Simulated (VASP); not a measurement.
A run of VASP 6.6.1 is set up as follows.

File INCAR:

```
SYSTEM = Sn
ALGO     = Fast           ! electronic algorithm
EDIFF    = 1E-7           ! SCF threshold, eV
ENCUT    = 520            ! plane-wave cutoff, eV
GGA      = PS             ! functional
ISIF     = 2              ! what is computed and relaxed
ISMEAR   = 0              ! smearing method
LASPH    = .True.         ! aspherical terms in the spheres
LCHARG   = .False.        ! write CHGCAR
LREAL    = .False.        ! projectors in reciprocal space
LWAVE    = .False.        ! write WAVECAR
NBANDS   = 13             ! bands
NELM     = 80             ! most SCF steps
PREC     = Accurate       ! precision mode
SIGMA    = 0.15           ! smearing width, eV
```

KPOINTS

```
k-points
0
Gamma
  22 22 22
  0 0 0
```

POSCAR

```
Sn
1.0
   -1.7787752712      1.7787752712      1.9660147734
    1.7787752712     -1.7787752712      1.9660147734
    1.7787752712      1.7787752712     -1.9660147734
Sn
1
Direct
    0.0000000000      0.0000000000      0.0000000000
```

Potentials or basis: VASP PAW PBE potentials, release 64 (Sn_d).

Run with:

```bash
$ cat potpaw_PBE.64/Sn_d/POTCAR > POTCAR
$ mpirun -np 1 vasp_std > vasp.out
```

Predict the pressure.

3.3 GPa.

Predict the band gap on the k mesh.

zero (bands 7 and 8 overlap by 11.11 eV).

Stress tensor (GPa, compression positive):
```
3.15 0.00 0.00
0.00 3.15 0.00
0.00 0.00 3.52
```

Caveat: the cell differs from its parent crystal (strain -0.050 along x and y, +0.050 along z); the cell stands under pressure; the PAW data sets were made with another functional, which shifts forces and pressure a little; spin-orbit coupling is left out, which moves the levels of the heavy elements.
